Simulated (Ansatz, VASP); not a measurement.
## HgPt: VASP beside Ansatz

Contents of INCAR:

```
ALGO = Normal
EDIFF = 1E-8
ENCUT = 520
ISIF = 2
ISMEAR = -1
LASPH = True
LCHARG = False
LEFG = True
LREAL = False
LWAVE = False
NBANDS = 18
NELM = 60
PREC = Accurate
SIGMA = 0.03
```

Contents of KPOINTS:

```
k-points
0
Gamma
  12 12 10
```

POSCAR

```
HgPt
1.0
    2.9103503290      0.0000000000      0.0000000000
    0.0000000000      2.9103503290      0.0000000000
    0.0000000000      0.0000000000      3.7469168658
Hg Pt
1 1
Direct
    0.0000000000      0.0000000000      0.0000000000
    0.5000000000      0.5000000000      0.5000000000
```

Input for Ansatz:

```yaml
crystal:
  lattice:
    - [2.910350329, 0.0, 0.0]
    - [0.0, 2.910350329, 0.0]
    - [0.0, 0.0, 3.7469168658]
  atoms:
    - { symbol: Hg, position: [0.0, 0.0, 0.0] }
    - { symbol: Pt, position: [0.5, 0.5, 0.5] }
kpoints:
  mp_grid: { grid: [12, 12, 10] }
scf:
  occupations: { method: fermi_dirac, width: 0.03 }
hamiltonian:
  xc: lda
  pseudopotentials: { kind: paw }
output:
  forces: true
  stress: true
  eigenvalues: true
  efg: { contact_densities: true }
```

Change from the starting cell: volume scaled by 0.94, PAW files.

Alike in both runs: task electric field gradients; functional LDA; k mesh 12 × 12 × 10; occupations fermi-dirac, width 0.03 eV; no spin polarisation.

```csv
,VASP,Ansatz
version,VASP 6.6.1,Ansatz 0.2.0
potentials or method,"VASP PAW LDA potentials, release 64 (Hg, Pt)","PAW with Ansatz's default frozen-core files, scalar-relativistic"
plane-wave cutoff (eV),520,420
valence electrons in the cell,22,38
```

```tsv
	VASP	Ansatz	Ansatz less VASP
pressure (GPa)	14.9	12.1	-2.78
traceless stress, the component that is largest in VASP (GPa)	0.85	0.65	-0.195
size of Vzz on the site where it differs most (V/Å²)	112.5	119.2	+6.68
```

LDA's correlation is that of Perdew and Zunger in VASP and of Perdew and Wang (1992) in Ansatz. VASP's potentials hold 22 valence electrons a cell and Ansatz's 38, so a difference there can come from the potentials and not from the codes.

Spin-orbit coupling is off throughout.
